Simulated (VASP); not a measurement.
Runs of VASP 6.6.1 on BaS. The structure is cubic, space group Pm-3m (No. 221). Conventional cell: a = 3.834 Å, b = 3.834 Å, c = 3.834 Å, α = 90.00°, β = 90.00°, γ = 90.00°. Ba (site symmetry m-3m) has 8 S at 3.32 Å and 6 Ba at 3.83 Å within 4.4 Å. S (site symmetry m-3m) has 8 Ba at 3.32 Å and 6 S at 3.83 Å within 4.4 Å. 

| level | potentials or basis | k mesh | grid for exact exchange (PRECFOCK) | screening parameter | gap on the mesh (eV) | pressure (GPa) |
| --- | --- | --- | --- | --- | --- | --- |
| r2SCAN | VASP PAW PBE potentials, release 64 (Ba_sv, S) | 4 × 4 × 4 | - | - | (c) | 1.0 |
| LDA | VASP PAW LDA potentials, release 64 (Ba_sv, S) | 4 × 4 × 4 | - | - | 1.22 | -2.8 |
| PBE | VASP PAW PBE potentials, release 64 (Ba_sv, S) | 4 × 4 × 4 | - | - | (a) | 1.3 |
| HSE06 | VASP PAW PBE potentials, release 64 (Ba_sv, S) | 4 × 4 × 4 | Normal | 0.2079 1/Å | (b) | 0.5 |
| PBE | VASP PAW PBE potentials, release 64 (Ba_sv, S) | 6 × 6 × 6 | - | - | 1.43 | 1.2 |

Alike in all rows: task single point; no spin polarisation; cell as given; cutoff (eV) 520; smearing gaussian 0.01 eV.

Question: Fill in the values left out.

Answer: (a) 1.42; (b) 2.34; (c) 1.80.

Caveats: spin-orbit coupling is left out, which moves the levels of the heavy elements; the PAW data sets were made with another functional, which shifts forces and pressure a little (some runs).

A k mesh can miss the band edges, and the runs leave out spin-orbit coupling on Ba.
